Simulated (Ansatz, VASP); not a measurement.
One calculation of BN, two programs

The input INCAR:

```
SYSTEM = BN
ALGO = Normal ; EDIFF = 1E-6
ENCUT = 520 ; GGA = PE
ISIF = 2 ; ISMEAR = 0
LASPH = .True. ; LCHARG = .True.
LELF = .True. ; LREAL = .False.
LVHAR = .True. ; LWAVE = .False.
NBANDS = 11 ; NELM = 80
PREC = Accurate ; SIGMA = 0.05
```

File KPOINTS:

```
k-points
0
Gamma
  14 14 14
  0 0 0
```

The input POSCAR:

```
BN
1.0
    0.0000000000      1.8130010000      1.8130010000
    1.8130010000      0.0000000000      1.8130010000
    1.8130010000      1.8130010000      0.0000000000
B N
1 1
Direct
    0.0000000000      0.0000000000      0.0000000000
    0.7983627889      0.7450857446      0.7703364499
```

Input for Ansatz:

```yaml
crystal:
  lattice:
    - [0.0, 1.813001, 1.813001]
    - [1.813001, 0.0, 1.813001]
    - [1.813001, 1.813001, 0.0]
  atoms:
    - { symbol: B, position: [0.0, 0.0, 0.0] }
    - { symbol: "N", position: [0.7983627889, 0.7450857446, 0.7703364499] }
basis:
  ecutwfc: 420
  fft_grid_basis: typed
kpoints:
  mp_grid: { grid: [14, 14, 14] }
hamiltonian:
  xc: pbe
scf:
  occupations: { method: gaussian, width: 0.05 }
output:
  forces: true
  stress: true
  eigenvalues: true
  bader: true
  write_density: true
  volumetric_format: npy
```

Alike in both runs: task single point; functional PBE; k mesh 14 × 14 × 14; occupations gaussian, width 0.05 eV; no spin polarisation.

|  | VASP | Ansatz |
| --- | --- | --- |
| version | VASP 6.6.1 | Ansatz 0.2.0 |
| potentials or method | VASP PAW PBE potentials, release 64 (B, N), cutoff 520 eV | scalar-relativistic, plane waves, PAW |
| valence electrons in the cell | 8 | 8 |

```csv
,VASP,Ansatz,Ansatz less VASP
gap on the k mesh at the Fermi level (eV),3.17,3.19,+0.012
pressure (GPa),6.9,6.8,-0.14
"traceless stress, the component that is largest in VASP (GPa)",6.79,6.76,-0.034
rms of the force components (eV/Å),2.386,2.378,-0.0072
```

Atom by atom the forces differ by 0.007 eV/Å (rms over components). With one functional, cell and mesh, what is left measures potentials, basis and numerics.
